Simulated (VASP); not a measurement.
# AlRu (P4/mmm) in VASP: notebook, part 2 of 2

VASP 6.6.1. Earlier steps stand in the parts before.

### 3 Single point, r2SCAN (strain +0.000 along x and y, -0.050 along z)

The input, POSCAR:

```
AlRu
1.0
    2.9916000000      0.0000000000      0.0000000000
    0.0000000000      2.9916000000      0.0000000000
    0.0000000000      0.0000000000      2.8420200000
Al Ru
1 1
Direct
    0.0000000000      0.0000000000      0.0000000000
    0.5000000000      0.5000000000      0.5000000000
```

The input, INCAR.step1:

```
SYSTEM = AlRu
PREC = Accurate
ENCUT = 520
ISMEAR = 0
SIGMA = 0.15
LREAL = .FALSE.
LASPH = .TRUE.
NELM = 80
NBANDS = 16
GGA = PE
ALGO = Normal
EDIFF = 1E-4
LWAVE = .TRUE.
LCHARG = .FALSE.
```

The input, INCAR.step2:

```
SYSTEM = AlRu
PREC = Accurate
ENCUT = 520
EDIFF = 1E-6
ISMEAR = 0
SIGMA = 0.15
LREAL = .FALSE.
LASPH = .TRUE.
NELM = 80
ALGO = Normal
ISIF = 2
LWAVE = .FALSE.
LCHARG = .TRUE.
METAGGA = R2SCAN
LMIXTAU = .TRUE.
LELF = .TRUE.
LVHAR = .TRUE.
NBANDS = 16
ISTART = 1
```

The input, KPOINTS:

```
Automatic mesh
0
G
  16 16 16
  0 0 0
```

Potentials or basis: VASP PAW PBE potentials, release 64 (Al, Ru_pv).

Run with:

```sh
$ cat potpaw_PBE.64/Al/POTCAR potpaw_PBE.64/Ru_pv/POTCAR > POTCAR
$ cp INCAR.step1 INCAR
$ mpirun -np 1 vasp_std > vasp.out
$ cp INCAR.step2 INCAR
$ mpirun -np 1 vasp_std > vasp.out
```

OUTCAR:

```text
SYSTEM = AlRu
   PREC = Accurate
   ENCUT = 520
   EDIFF = 1E-6
   ISMEAR = 0
   LREAL = .FALSE.
   LASPH = .TRUE.
   NELM = 80
   ISIF = 2
   METAGGA = R2SCAN
   ISTART = 1

 ion  position               nearest neighbor table
   1  0.000  0.000  0.000-   2 2.55   2 2.55   2 2.55   2 2.55   2 2.55   2 2.55   2 2.55   2 2.55

   2  0.500  0.500  0.500-   1 2.55   1 2.55   1 2.55   1 2.55   1 2.55   1 2.55   1 2.55   1 2.55

  LATTYP: Found a simple tetragonal cell.
 ALAT       =     2.9916000000
 C/A-ratio  =     0.9500000000

  Lattice vectors:

 A1 = (   2.9916000000,   0.0000000000,   0.0000000000)
 A2 = (   0.0000000000,   2.9916000000,   0.0000000000)
 A3 = (   0.0000000000,   0.0000000000,   2.8420200000)

Analysis of symmetry for initial positions (statically):
=====================================================================
 Subroutine PRICEL returns:
 Original cell was already a primitive cell.

 Routine SETGRP: Setting up the symmetry group for a
 simple tetragonal supercell.

 Subroutine GETGRP returns: Found 16 space group operations
 (whereof 16 operations were pure point group operations)
 out of a pool of 16 trial point group operations.

The static configuration has the point symmetry D_4h.

Analysis of symmetry for dynamics (positions and initial velocities):
=====================================================================
 Subroutine PRICEL returns:
 Original cell was already a primitive cell.

 Routine SETGRP: Setting up the symmetry group for a
 simple tetragonal supercell.

 Subroutine GETGRP returns: Found 16 space group operations
 (whereof 16 operations were pure point group operations)
 out of a pool of 16 trial point group operations.

The dynamic configuration has the point symmetry D_4h.

 Subroutine INISYM returns: Found 16 space group operations
 (whereof 16 operations are pure point group operations),
 and found     1 'primitive' translations

[... 115 lines left out ...]
  volume/ion in A,a.u.               =      12.72        85.82
  Fermi-wavevector in a.u.,A,eV,Ry     =   1.431352  2.704863 27.875184  2.048768
  Thomas-Fermi vector in A             =   2.551098
   LORBIT       =      0    0 simple, 1 ext, 2 COOP (PROOUT), +10 PAW based schemes
   METAGGA = R2SCAN    functional components
   LHFCALC =     F    Hartree Fock is set to
   AEXX    =    0.0000 exact exchange contribution
   IVDW    =     0    specifies the selected vdW correction
   LEPSILON=     F    determine dielectric tensor
   LRPA    =     F    only Hartree local field effects (RPA)
 non-spin polarized calculation
 Gauss-broadening in eV      SIGMA  =   0.15
  energy-cutoff  :      520.00
  volume of cell :       25.44
 maximum number of plane-waves:       715
 NGX is ok and might be reduce to    24
   NGX = 11   NGY = 11   NGZ = 11

 number of electron      16.9999996 magnetization

 Free energy of the ion-electron system (eV)
  ---------------------------------------------------
  ext. energy  EPLUGINS =         0.00000000
  ---------------------------------------------------
  free energy    TOTEN  =       -33.55296921 eV

  energy without entropy =      -33.53702760  energy(sigma->0) =      -33.54499840

 E-fermi :  11.3480     XC(G=0): -13.9044

 val. band max:       11.3448769431   @ k =   0.5000   0.1875   0.0000
 cond. band min:      11.3480075016   @ k =   0.1250   0.0625   0.0000
 fundamental gap:      0.0031305585
 Fermi energy:        11.3479735632

 k-point     1 :       0.0000    0.0000    0.0000
  band No.  band energies     occupation
      1     -31.8007      2.00000
      2     -31.8007      2.00000
      3     -31.7160      2.00000
      4       0.8242      2.00000
      5       7.3125      2.00000
      6       7.3207      2.00000
[... 433 lines left out ...]
      3     -31.6939      2.00000
      4       5.1937      2.00000
      5       5.2134      2.00000
      6       8.3242      2.00000
[... 8 lines left out ...]
     15      24.9672      0.00000
     16      25.9189      0.00000

 [... further k-points ...]

------------------------ aborting loop because EDIFF is reached ----------------------------------------

  FORCE on cell =-STRESS in cart. coord.  units (eV):
  Direction    XX          YY          ZZ          XY          YZ          ZX
  --------------------------------------------------------------------------------------
  -------------------------------------------------------------------------------------
  Total        1.1018267      1.1018267      2.9466877      0.0000000      0.0000000     -0.0000000
  in kB       69.4048273     69.4048273    185.6139104      0.0000000      0.0000000     -0.0000000
  external PRESSURE =     108.1411884 kB  Pullay stress =       0.0000000 kB

 VOLUME and BASIS-vectors are now :
 -----------------------------------------------------------------------------
  energy-cutoff  :      520.00
  volume of cell :       25.44
      direct lattice vectors                 reciprocal lattice vectors
     2.991600000  0.000000000  0.000000000     0.334269287  0.000000000  0.000000000
     0.000000000  2.991600000  0.000000000     0.000000000  0.334269287  0.000000000
     0.000000000  0.000000000  2.842020000     0.000000000  0.000000000  0.351862408

 POSITION                                       TOTAL-FORCE (eV/Angst)
 -----------------------------------------------------------------------------------
      0.00000      0.00000      0.00000         0.000000      0.000000      0.000000
      1.49580      1.49580      1.42101         0.000000      0.000000      0.000000
 -----------------------------------------------------------------------------------
    total drift:                                0.000000     -0.000000     -0.000000

  FREE ENERGIE OF THE ION-ELECTRON SYSTEM (eV)
  ---------------------------------------------------
  free  energy   TOTEN  =       -33.5529692060 eV

  energy  without entropy=      -33.5370276012  energy(sigma->0) =      -33.54499840
```

Run time: 6.7 min. Hardware: 1 thread of Intel Xeon 8259CL, shared host; peak memory 0.28 GiB.

Results:

* Free energy: -33.5530 eV
* Pressure: 10.8 GPa
* Band gap on the k mesh: zero (an odd number of electrons rules out a gap without spin polarisation)

Stress tensor (GPa, compression positive):
```
 6.94  0.00  0.00
 0.00  6.94  0.00
 0.00  0.00 18.56
```

Levels at points of the mesh, in eV from the Fermi level:
```
           k point  band 7  band 8  band 9  band 10  band 11  band 12
(0.00, 0.00, 0.00)   -0.11    0.30    0.30     6.17     6.17     7.94
(0.50, 0.00, 0.00)   -2.07   -1.37    0.55     2.36     7.65    10.39
(0.50, 0.50, 0.00)   -1.76   -1.01   -1.01     1.59     5.46     6.97
(0.00, 0.00, 0.50)   -2.09   -2.09    0.27     3.31     7.63    10.39
(0.50, 0.00, 0.50)   -1.63   -1.47   -1.22     1.90     6.31     7.40
(0.50, 0.50, 0.50)    1.75    2.12    3.50     4.30     4.30     4.70
```

Caveat: the cell differs from its parent crystal (strain +0.000 along x and y, -0.050 along z); the cell stands under pressure; the PAW data sets were made with another functional, which shifts forces and pressure a little.

### 4 Single point, r2SCAN (strain -0.025 along x and y, +0.000 along z)

The input, POSCAR:

```
AlRu
1.0
    2.9168100000      0.0000000000      0.0000000000
    0.0000000000      2.9168100000      0.0000000000
    0.0000000000      0.0000000000      2.9916000000
Al Ru
1 1
Direct
    0.0000000000      0.0000000000      0.0000000000
    0.5000000000      0.5000000000      0.5000000000
```

The input, INCAR.step1:

```
PREC = Accurate
ENCUT = 520
ISMEAR = 0
SIGMA = 0.15
LREAL = False
LASPH = True
NELM = 60
NBANDS = 16
GGA = PE
ALGO = Normal
EDIFF = 1E-4
LWAVE = True
LCHARG = False
```

The input, INCAR.step2:

```
PREC = Accurate
ENCUT = 520
EDIFF = 1E-7
ISMEAR = 0
SIGMA = 0.15
LREAL = False
LASPH = True
NELM = 60
ALGO = Normal
ISIF = 2
LWAVE = False
LCHARG = True
METAGGA = R2SCAN
LMIXTAU = True
LELF = True
LVHAR = True
NBANDS = 16
ISTART = 1
```

The input, KPOINTS:

```
regular mesh
0
Gamma
  16 16 16
```

Run with:

```sh
$ cat potpaw_PBE.64/Al/POTCAR potpaw_PBE.64/Ru_pv/POTCAR > POTCAR
$ cp INCAR.step1 INCAR
$ mpirun -np 1 vasp_std > vasp.out
$ cp INCAR.step2 INCAR
$ mpirun -np 1 vasp_std > vasp.out
```

Run time: 9 min. Hardware: 1 thread of Intel Xeon 8259CL, shared host; peak memory 0.28 GiB.

The run converged. Its results:

```yaml
Free_energy: -33.5777 eV
Pressure: 10.4 GPa
Band_gap_on_the_k_mesh: zero (an odd number of electrons rules out a gap without spin polarisation)
```

Stress tensor (GPa, compression positive):
```
12.11  0.00  0.00
 0.00 12.11  0.00
 0.00  0.00  6.86
```

Levels at points of the mesh, in eV from the Fermi level:
```csv
k point,band 5,band 6,band 7,band 8,band 9,band 10,band 11,band 12,band 13,band 14
"(0.00, 0.00, 0.00)",-4.01,-3.99,0.11,0.11,0.30,6.20,7.05,7.05,10.40,11.70
"(0.50, 0.00, 0.00)",-5.70,-3.02,-2.05,-1.72,0.42,2.85,7.66,10.40,11.40,12.11
"(0.50, 0.50, 0.00)",-3.31,-1.55,-1.55,-1.42,-1.42,1.96,6.24,7.43,10.40,11.40
"(0.00, 0.00, 0.50)",-6.00,-3.13,-1.71,-1.71,0.54,2.38,7.71,10.40,12.11,12.11
"(0.50, 0.00, 0.50)",-3.42,-1.67,-1.48,-1.32,-1.24,1.77,5.89,7.21,10.40,12.06
"(0.50, 0.50, 0.50)",-5.22,-5.22,1.85,2.05,3.51,4.31,4.51,4.51,9.32,9.32
```

Caveat: the cell differs from its parent crystal (strain -0.025 along x and y, +0.000 along z); the cell stands under pressure; the PAW data sets were made with another functional, which shifts forces and pressure a little.

### 5 Single point, r2SCAN (strain +0.000 along x and y, -0.025 along z)

The input, POSCAR:

```
AlRu
1.0
    2.9916000000      0.0000000000      0.0000000000
    0.0000000000      2.9916000000      0.0000000000
    0.0000000000      0.0000000000      2.9168100000
Al Ru
1 1
Direct
    0.0000000000      0.0000000000      0.0000000000
    0.5000000000      0.5000000000      0.5000000000
```

The input, INCAR.step1:

```
PREC     = Accurate       # precision mode
ENCUT    = 520            # plane-wave cutoff, eV
ISMEAR   = 0              # smearing method
SIGMA    = 0.15           # smearing width, eV
LREAL    = False          # projectors in reciprocal space
LASPH    = True           # aspherical terms in the spheres
NELM     = 60             # most SCF steps
NBANDS   = 16             # bands
GGA      = PE             # functional
ALGO     = Normal         # electronic algorithm
EDIFF    = 1E-4           # SCF threshold, eV
LWAVE    = True           # write WAVECAR
LCHARG   = False          # write CHGCAR
```

The input, INCAR.step2:

```
PREC     = Accurate       # precision mode
ENCUT    = 520            # plane-wave cutoff, eV
EDIFF    = 1E-6           # SCF threshold, eV
ISMEAR   = 0              # smearing method
SIGMA    = 0.15           # smearing width, eV
LREAL    = False          # projectors in reciprocal space
LASPH    = True           # aspherical terms in the spheres
NELM     = 60             # most SCF steps
ALGO     = Normal         # electronic algorithm
ISIF     = 2              # what is computed and relaxed
LWAVE    = False          # write WAVECAR
LCHARG   = False          # write CHGCAR
METAGGA  = R2SCAN         # meta-GGA
LMIXTAU  = True         
NBANDS   = 16             # bands
ISTART   = 1
```

KPOINTS is that of step 4.

Run with:

```sh
$ cat potpaw_PBE.64/Al/POTCAR potpaw_PBE.64/Ru_pv/POTCAR > POTCAR
$ cp INCAR.step1 INCAR
$ mpirun -np 1 vasp_std > vasp.out
$ cp INCAR.step2 INCAR
$ mpirun -np 1 vasp_std > vasp.out
```

Wall time 7.8 min (1 thread of Intel Xeon 8259CL, shared host); peak memory 0.28 GiB.

The run converged. Its results:

| Item | Value |
| --- | --- |
| Free energy | -33.6067 eV |
| Pressure | 4.0 GPa |
| Band gap on the k mesh | zero (an odd number of electrons rules out a gap without spin polarisation) |

Stress tensor (GPa, compression positive):
```
2.27 0.00 0.00
0.00 2.27 0.00
0.00 0.00 7.38
```

Levels at points of the mesh, in eV from the Fermi level:
| k point | band 7 | band 8 | band 9 | band 10 | band 11 | band 12 |
| --- | --- | --- | --- | --- | --- | --- |
| (0.00, 0.00, 0.00) | 0.04 | 0.23 | 0.23 | 6.35 | 6.35 | 7.20 |
| (0.50, 0.00, 0.00) | -1.87 | -1.54 | 0.48 | 2.44 | 7.71 | 10.37 |
| (0.50, 0.50, 0.00) | -1.62 | -1.14 | -1.14 | 1.66 | 5.57 | 6.87 |
| (0.00, 0.00, 0.50) | -1.88 | -1.88 | 0.35 | 2.90 | 7.68 | 10.37 |
| (0.50, 0.00, 0.50) | -1.44 | -1.36 | -1.36 | 1.82 | 5.95 | 7.07 |
| (0.50, 0.50, 0.50) | 1.78 | 1.97 | 3.35 | 4.31 | 4.31 | 4.50 |

Caveat: the cell differs from its parent crystal (strain +0.000 along x and y, -0.025 along z); the cell stands under pressure; the PAW data sets were made with another functional, which shifts forces and pressure a little.

### 6 Summary

```tsv
cell	gap on the mesh (eV)	pressure (GPa)
a = 2.842, b = 2.842, c = 3.066 Å, 2 atoms	none	18.7
a = 2.992, b = 2.992, c = 2.842 Å, 2 atoms	none	10.8
a = 2.917, b = 2.917, c = 2.992 Å, 2 atoms	none	10.4
a = 2.992, b = 2.992, c = 2.917 Å, 2 atoms	none	4.0
```

Alike in all rows: task single point; level r2SCAN; potentials or basis VASP PAW PBE potentials, release 64 (Al, Ru_pv); no spin polarisation; k mesh 16 × 16 × 16; cutoff (eV) 520; smearing gaussian 0.15 eV.

Caveats: the cell stands under pressure; the PAW data sets were made with another functional, which shifts forces and pressure a little.

Absolute energies hang on the potentials; compare differences alone.
